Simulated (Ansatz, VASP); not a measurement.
**ZnS in VASP and in Ansatz**

INCAR

```
PREC = Accurate
ENCUT = 520
EDIFF = 1E-6
ISMEAR = 0
SIGMA = 0.05
LREAL = False
LASPH = True
NELM = 60
ALGO = Normal
ISIF = 2
LWAVE = False
LCHARG = False
GGA = PE
NBANDS = 26
```

Contents of KPOINTS:

```
regular mesh
0
Gamma
  12 12 4
```

The input POSCAR:

```
ZnS
1.0
    3.8454929889      0.0000000000      0.0000000000
   -1.9227464944      3.3302946184      0.0000000000
    0.0000000000      0.0000000000      6.3999133043
Zn S
2 2
Direct
    0.3333333333      0.6666666667      0.0052197899
    0.6666666667      0.3333333333      0.5052197899
    0.3333333333      0.6666666667      0.3797802101
    0.6666666667      0.3333333333      0.8797802101
```

Input for Ansatz:

```yaml
crystal:
  lattice:
    - [3.8454929889, 0.0, 0.0]
    - [-1.9227464944, 3.3302946184, 0.0]
    - [0.0, 0.0, 6.3999133043]
  atoms:
    - { symbol: Zn, position: [0.3333333333, 0.6666666667, 0.0052197899] }
    - { symbol: Zn, position: [0.6666666667, 0.3333333333, 0.5052197899] }
    - { symbol: S, position: [0.3333333333, 0.6666666667, 0.3797802101] }
    - { symbol: S, position: [0.6666666667, 0.3333333333, 0.8797802101] }
basis:
  ecutwfc: 420
kpoints:
  mp_grid: { grid: [12, 12, 4] }
hamiltonian:
  xc: pbe
scf:
  occupations: { method: gaussian, width: 0.05 }
output:
  forces: true
  stress: true
  eigenvalues: true
```

Change from the starting cell: strain +0.0150 x Voigt [0, 0, 1, 0, 0, 0], atoms carried along.

Alike in both runs: task single point; functional PBE; k mesh 12 × 12 × 4; occupations gaussian, width 0.05 eV; no spin polarisation.

|  | VASP | Ansatz |
| --- | --- | --- |
| version | VASP 6.6.1 | Ansatz 0.2.0 |
| potentials or method | VASP PAW PBE potentials, release 64 (Zn, S), cutoff 520 eV | scalar-relativistic, plane waves, PAW |
| valence electrons in the cell | 36 | 36 |

```tsv
	VASP	Ansatz	Ansatz less VASP
gap on the k mesh at the Fermi level (eV)	1.98	1.98	-0.003
least direct gap on the mesh (eV)	1.98	1.98	-0.003
pressure (GPa)	-0.9	-1.0	-0.13
traceless stress, the component that is largest in VASP (GPa)	-1.21	-1.20	+0.009
rms of the force components (eV/Å)	0.040	0.039	-0.0012
```

Atom by atom the forces differ by 0.001 eV/Å (rms over components).
